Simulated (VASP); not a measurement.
# TaN (P6_3mc) in VASP: notebook

TaN is run at these levels: PBEsol; tasks: electric field gradients.

Everything below comes from runs of VASP 6.6.1. Logs are shortened: lines on timing, memory, paths and dates and some standing lists are left out, and cuts for length are marked.

## 1. The cell of the first run

Symmetry: P6_3mc, No. 186, hexagonal system. Conventional cell: a = 3.050 Å, b = 3.050 Å, c = 4.841 Å, α = 90.00°, β = 90.00°, γ = 120.00°. Ta (site symmetry 3m) has 4 N at 1.85 to 1.86 Å within 2.5 Å. Within 2.5 Å of N (site symmetry 3m) lie 4 Ta at 1.85 to 1.86 Å.

## 2. Electric field gradients, PBEsol (zz strain of -2 %)

Input file INCAR:

```
SYSTEM = TaN
PREC = Accurate ; ENCUT = 520
EDIFF = 1E-8 ; ISMEAR = -1
SIGMA = 0.01 ; LREAL = .False.
LASPH = .True. ; NELM = 100
ALGO = Normal ; ISIF = 2
LWAVE = .False. ; LCHARG = .False.
GGA = PS ; LEFG = .True.
NBANDS = 24
```

Input file KPOINTS:

```
Automatic mesh
0
Gamma
  9 9 5
  0 0 0
```

Input file POSCAR:

```
TaN
1.0
    3.0500010905      0.0000000000      0.0000000000
   -1.5250005453      2.6413784260      0.0000000000
    0.0000000000      0.0000000000      4.8412000000
Ta N
2 2
Direct
    0.3333333333      0.6666666667      0.0000000000
    0.6666666667      0.3333333333      0.5000000000
    0.3333333333      0.6666666667      0.3850000000
    0.6666666667      0.3333333333      0.8850000000
```

Potentials or basis: VASP PAW PBE potentials, release 64 (Ta_pv, N).

Run with:

```console
cat potpaw_PBE.64/Ta_pv/POTCAR potpaw_PBE.64/N/POTCAR > POTCAR
mpirun -np 1 vasp_std > vasp.out
```

OUTCAR:

```text
SYSTEM = TaN
   PREC = Accurate
   ENCUT = 520
   EDIFF = 1E-8
   ISMEAR = -1
   LREAL = .False.
   LASPH = .True.
   NELM = 100
   ISIF = 2
   GGA = PS

 ion  position               nearest neighbor table
   1  0.333  0.667  0.000-   4 1.85   4 1.85   4 1.85   3 1.86   2 2.99   2 2.99   2 2.99   2 2.99
                             2 2.99   2 2.99
   2  0.667  0.333  0.500-   3 1.85   3 1.85   3 1.85   4 1.86   1 2.99   1 2.99   1 2.99   1 2.99
                             1 2.99   1 2.99
   3  0.333  0.667  0.385-   2 1.85   2 1.85   2 1.85   1 1.86
   4  0.667  0.333  0.885-   1 1.85   1 1.85   1 1.85   2 1.86

  LATTYP: Found a hexagonal cell.
 ALAT       =     3.0500010905
 C/A-ratio  =     1.5872781210

  Lattice vectors:

 A1 = (   3.0500010905,   0.0000000000,   0.0000000000)
 A2 = (  -1.5250005453,   2.6413784260,   0.0000000000)
 A3 = (   0.0000000000,   0.0000000000,   4.8412000000)

Analysis of symmetry for initial positions (statically):
=====================================================================
 Subroutine PRICEL returns:
 Original cell was already a primitive cell.

 Routine SETGRP: Setting up the symmetry group for a
 hexagonal supercell.

 Subroutine GETGRP returns: Found 12 space group operations
 (whereof  6 operations were pure point group operations)
 out of a pool of 24 trial point group operations.

The static configuration has the point symmetry C_3v.
 The point group associated with its full space group is C_6v.

Analysis of symmetry for dynamics (positions and initial velocities):
=====================================================================
 Subroutine PRICEL returns:
 Original cell was already a primitive cell.

 Routine SETGRP: Setting up the symmetry group for a
 hexagonal supercell.

 Subroutine GETGRP returns: Found 12 space group operations
 (whereof  6 operations were pure point group operations)
 out of a pool of 24 trial point group operations.

The dynamic configuration has the point symmetry C_3v.
 The point group associated with its full space group is C_6v.

 Subroutine INISYM returns: Found 12 space group operations
 (whereof  6 operations are pure point group operations),
 and found     1 'primitive' translations

----------------------------------------------------------------------------------------

                                     Primitive cell

  volume of cell :      39.0017

  direct lattice vectors                    reciprocal lattice vectors
     3.050001090  0.000000000  0.000000000     0.327868735  0.189295103  0.000000000
    -1.525000545  2.641378426  0.000000000     0.000000000  0.378590205  0.000000000
     0.000000000  0.000000000  4.841200000     0.000000000  0.000000000  0.206560357

  length of vectors
     3.050001090  3.050001091  4.841200000     0.378590205  0.378590205  0.206560357

  position of ions in fractional coordinates (direct lattice)
     0.333333333  0.666666667  0.000000000
     0.666666667  0.333333333  0.500000000
     0.333333333  0.666666667  0.385000000
     0.666666667  0.333333333  0.885000000

  ion indices of the primitive-cell ions
   primitive index   ion index
                 1           1
                 2           2
                 3           3
                 4           4

----------------------------------------------------------------------------------------

 KPOINTS: Automatic mesh

Automatic generation of k-mesh.
 Grid dimensions read from file:
 generate k-points for:    9    9    5

 Generating k-lattice:

  Cartesian coordinates                     Fractional coordinates (reciprocal lattice)
     0.036429859  0.021032789  0.000000000     0.111111111  0.000000000  0.000000000
[... 44 lines left out ...]
   dimension x,y,z NGX =    24 NGY =   24 NGZ =   36
   dimension x,y,z NGXF=    48 NGYF=   48 NGZF=   72
   ions per type =               2   2
   NGX,Y,Z   is equivalent  to a cutoff of  13.08, 13.08, 12.36 a.u.
   NGXF,Y,Z  is equivalent  to a cutoff of  26.16, 26.16, 24.72 a.u.
 SYSTEM =  TaN
   PREC   = accura    normal or accurate (medium, high low for compatibility)
   ISTART =      0    job   : 0-new  1-cont  2-samecut
   ICHARG =      2    charge: 1-file 2-atom 10-const
   ISPIN  =      1    spin polarized calculation?
   LNONCOLLINEAR =      F non collinear calculations
   LSORBIT =      F    spin-orbit coupling
   LASPH  =      T    aspherical Exc in radial PAW
   ENCUT  =  520.0 eV  38.22 Ry    6.18 a.u.   5.67  5.67  9.00*2*pi/ulx,y,z
   NELM   =    100;   NELMIN=  2; NELMDL= -5     # of ELM steps
   EDIFF  = 0.1E-07   stopping-criterion for ELM
   LREAL  =      F    real-space projection
   EDIFFG = 0.1E-06   stopping-criterion for IOM
   NSW    =      0    number of steps for IOM
   IBRION =     -1    ionic relax: 0-MD 1-quasi-New 2-CG
   NFREE  =      0    steps in history (QN), initial steepest desc. (CG)
   ISIF   =      2    stress and relaxation
   ISYM   =      2    0-nonsym 1-usesym 2-fastsym
   POTIM  = 0.5000    time-step for ionic-motion
   TEBEG  =    0.0;   TEEND  =   0.0 temperature during run
   PSTRESS=    0.0 pullay stress
   NELECT =      32.0000    total number of electrons
   NUPDOWN=      -1.0000    fix difference up-down
   EMIN   =  10.00;   EMAX   =-10.00  energy-range for DOS
   EFERMI =   0.00;   METHOD = LEGACY
   ISMEAR =    -1;   SIGMA  =   0.01  broadening in eV -4-tet -1-fermi 0-gaus
   EFERMI_NEDOS =   21; number of points for ismear=-14 and -15
   IALGO  =     38    algorithm
   IMIX   =      4    mixing-type and parameters
     AMIX     =   0.40;   BMIX     =  1.00
     AMIX_MAG =   1.60;   BMIX_MAG =  1.00
  volume/ion in A,a.u.               =       9.75        65.80
  Fermi-wavevector in a.u.,A,eV,Ry     =   1.532605  2.896204 31.958432  2.348878
  Thomas-Fermi vector in A             =   2.639788
   LORBIT       =      0    0 simple, 1 ext, 2 COOP (PROOUT), +10 PAW based schemes
   GGA     = PS    functional components
   LHFCALC =     F    Hartree Fock is set to
   AEXX    =    0.0000 exact exchange contribution
   IVDW    =     0    specifies the selected vdW correction
   LEPSILON=     F    determine dielectric tensor
   LRPA    =     F    only Hartree local field effects (RPA)
 non-spin polarized calculation
  energy-cutoff  :      520.00
  volume of cell :       39.00
 maximum number of plane-waves:      1087
 NGX is ok and might be reduce to    24
   NGX = 11   NGY = 11   NGZ = 19

 number of electron      32.0000000 magnetization

 Free energy of the ion-electron system (eV)
  ---------------------------------------------------
  ext. energy  EPLUGINS =         0.00000000
  ---------------------------------------------------
  free energy    TOTEN  =       -40.20428533 eV

  energy without entropy =      -40.20236232  energy(sigma->0) =      -40.20332382

 E-fermi :   9.8064     XC(G=0): -13.8092

 val. band max:        9.7989706686   @ k =   0.4444   0.0000   0.4000
 cond. band min:       9.8072599544   @ k =   0.1111   0.0000   0.4000
 fundamental gap:      0.0082892858
 Fermi energy:         9.8064186442

 k-point     1 :       0.0000    0.0000    0.0000
  band No.  band energies     occupation
      1     -26.3518      2.00000
      2     -25.1149      2.00000
      3     -25.1149      2.00000
      4     -24.8859      2.00000
      5     -24.8859      2.00000
      6     -24.8271      2.00000
[... 637 lines left out ...]
     23      17.5693      0.00000
     24      17.5693      0.00000

 [... further k-points ...]

------------------------ aborting loop because EDIFF is reached ----------------------------------------

  FORCE on cell =-STRESS in cart. coord.  units (eV):
  Direction    XX          YY          ZZ          XY          YZ          ZX
  --------------------------------------------------------------------------------------
  -------------------------------------------------------------------------------------
  Total       36.2424869     36.2424869     32.3112471     -0.0000000      0.0000000     -0.0000000
  in kB     1488.8293678   1488.8293679   1327.3353399     -0.0000000      0.0000000     -0.0000000
  external PRESSURE =    1434.9980252 kB  Pullay stress =       0.0000000 kB

 VOLUME and BASIS-vectors are now :
 -----------------------------------------------------------------------------
  energy-cutoff  :      520.00
  volume of cell :       39.00
      direct lattice vectors                 reciprocal lattice vectors
     3.050001090  0.000000000  0.000000000     0.327868735  0.189295103  0.000000000
    -1.525000545  2.641378426  0.000000000     0.000000000  0.378590205  0.000000000
     0.000000000  0.000000000  4.841200000     0.000000000  0.000000000  0.206560357

 POSITION                                       TOTAL-FORCE (eV/Angst)
 -----------------------------------------------------------------------------------
     -0.00000      1.76092      0.00000         0.000000     -0.000000      1.189840
      1.52500      0.88046      2.42060        -0.000000      0.000000      1.189840
     -0.00000      1.76092      1.86386        -0.000000     -0.000000     -1.189840
      1.52500      0.88046      4.28446        -0.000000      0.000000     -1.189840
 -----------------------------------------------------------------------------------
    total drift:                               -0.000000      0.000000      0.000026

  FREE ENERGIE OF THE ION-ELECTRON SYSTEM (eV)
  ---------------------------------------------------
  free  energy   TOTEN  =       -40.2042853262 eV

  energy  without entropy=      -40.2023623192  energy(sigma->0) =      -40.20332382

 Electric field gradients (V/A^2)
---------------------------------------------------------------------
 ion       V_xx      V_yy      V_zz      V_xy      V_xz      V_yz
---------------------------------------------------------------------
   1     -49.437   -49.437    98.874    -0.000    -0.000     0.000
   2     -49.437   -49.437    98.874    -0.000     0.000    -0.000
   3      -5.277    -5.276    10.552     0.001     0.000    -0.000
   4      -5.277    -5.276    10.552     0.001    -0.000     0.000
---------------------------------------------------------------------

 Electric field gradients after diagonalization (V/A^2)
 (convention: |V_zz| > |V_xx| > |V_yy|)
----------------------------------------------------------------------
 ion       V_xx      V_yy      V_zz     asymmetry (V_yy - V_xx)/ V_zz
----------------------------------------------------------------------
   1     -49.438   -49.437    98.874       0.000
   2     -49.438   -49.437    98.874       0.000
   3      -5.277    -5.276    10.552       0.000
   4      -5.277    -5.276    10.552       0.000
----------------------------------------------------------------------

           NMR quadrupolar parameters

 Cq : quadrupolar parameter    Cq=e*Q*V_zz/h
 eta: asymmetry parameters     (V_yy - V_xx)/ V_zz
 Q  : nuclear electric quadrupole moment in mb (millibarn)
----------------------------------------------------------------------
 ion       Cq(MHz)       eta       Q (mb)
----------------------------------------------------------------------
   1       0.239       0.000       1.000
   2       0.239       0.000       1.000
   3       0.026       0.000       1.000
   4       0.026       0.000       1.000
----------------------------------------------------------------------
```

Wall time 19 s (1 thread of Intel Xeon Platinum 8488C (Sapphire Rapids), shared host); peak memory 0.17 GiB.

What came out:

| Property | Result |
| --- | --- |
| Free energy | -40.2043 eV |
| Pressure | 143.5 GPa |
| Largest force | 1.190 eV/Å |
| Band gap on the k mesh | zero (bands 16 and 17 overlap by 2.18 eV) |
| Largest electric field gradient by atom | Ta +98.9; N +10.6 V/Å² |

Forces in eV/Å, atoms in the order of the input:
```
Ta   0.000  0.000  1.190
Ta   0.000  0.000  1.190
N    0.000  0.000 -1.190
N    0.000  0.000 -1.190
```

Levels at points of the mesh, in eV from the Fermi level:
| k point | band 13 | band 14 | band 15 | band 16 | band 17 | band 18 | band 19 | band 20 |
| --- | --- | --- | --- | --- | --- | --- | --- | --- |
| (0.00, 0.00, 0.00) | -7.92 | -7.35 | -1.01 | -1.01 | -0.24 | 2.13 | 2.72 | 2.72 |

Electric field gradients, principal values (V/Å²):
```csv
atom,least,middle,greatest (by size)
1 Ta,-49.437,-49.438,98.874
2 Ta,-49.437,-49.438,98.874
3 N,-5.276,-5.277,10.552
4 N,-5.276,-5.277,10.552
```

Caveat: the cell differs from its parent crystal (zz strain of -2 %); the cell stands under pressure; without QUAD_EFG the Cq values of the log hold for a quadrupole moment of 1 mb, not for the nuclei; the PAW data sets were made with another functional, which shifts forces and pressure a little; spin-orbit coupling is left out, which moves the levels of the heavy elements.

(Continued in part 2 of 2.)
